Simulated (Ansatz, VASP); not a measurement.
**Two plane-wave programs on ZrC**

The input INCAR:

```
PREC = Accurate
ENCUT = 520
EDIFF = 1E-6
ISMEAR = 0
SIGMA = 0.05
LREAL = F
LASPH = T
NELM = 80
ALGO = Normal
ISIF = 2
LWAVE = F
LCHARG = F
GGA = PE
NBANDS = 24
```

The input KPOINTS:

```
regular mesh
0
Gamma
  12 12 6
```

Contents of POSCAR:

```
ZrC
1.0
    3.8868520451      0.0000000000      0.0000000000
   -1.9434260226      3.3661126118      0.0000000000
    0.0000000000      0.0000000000      4.7180910788
Zr C
2 2
Direct
    0.6666666667      0.3333333333      0.0681625387
    0.3333333333      0.6666666667      0.5681625387
    0.6666666667      0.3333333333      0.5570374613
    0.3333333333      0.6666666667      0.0612764638
```

Input for Ansatz:

```yaml
crystal:
  lattice:
    - [3.8868520451, 0.0, 0.0]
    - [-1.9434260226, 3.3661126118, 0.0]
    - [0.0, 0.0, 4.7180910788]
  atoms:
    - { symbol: Zr, position: [0.6666666667, 0.3333333333, 0.0681625387] }
    - { symbol: Zr, position: [0.3333333333, 0.6666666667, 0.5681625387] }
    - { symbol: C, position: [0.6666666667, 0.3333333333, 0.5570374613] }
    - { symbol: C, position: [0.3333333333, 0.6666666667, 0.0612764638] }
basis:
  ecutwfc: 420
  ecutrho_ratio: 4
kpoints:
  mp_grid: { grid: [12, 12, 6] }
hamiltonian:
  xc: pbe
scf:
  occupations: { method: gaussian, width: 0.05 }
output:
  forces: true
  stress: true
  eigenvalues: true
```

Alike in both runs: task single point; functional PBE; k mesh 12 × 12 × 6; occupations gaussian, width 0.05 eV; no spin polarisation.

|  | VASP | Ansatz |
| --- | --- | --- |
| version | VASP 6.6.1 | Ansatz 0.2.0 |
| potentials or method | VASP PAW PBE potentials, release 64 (Zr_sv, C), cutoff 520 eV | scalar-relativistic, plane waves, PAW |
| valence electrons in the cell | 32 | 32 |

|  | VASP | Ansatz | Ansatz less VASP |
| --- | --- | --- | --- |
| gap on the k mesh at the Fermi level (eV) | none | none | - |
| pressure (GPa) | 0.2 | 0.0 | -0.19 |
| traceless stress, the component that is largest in VASP (GPa) | -0.11 | -0.15 | -0.040 |
| rms of the force components (eV/Å) | 0.044 | 0.044 | +0.0002 |

Atom by atom the forces differ by 0.001 eV/Å (rms over components). A gap of «none» marks a metal or a gap that the smearing closes.
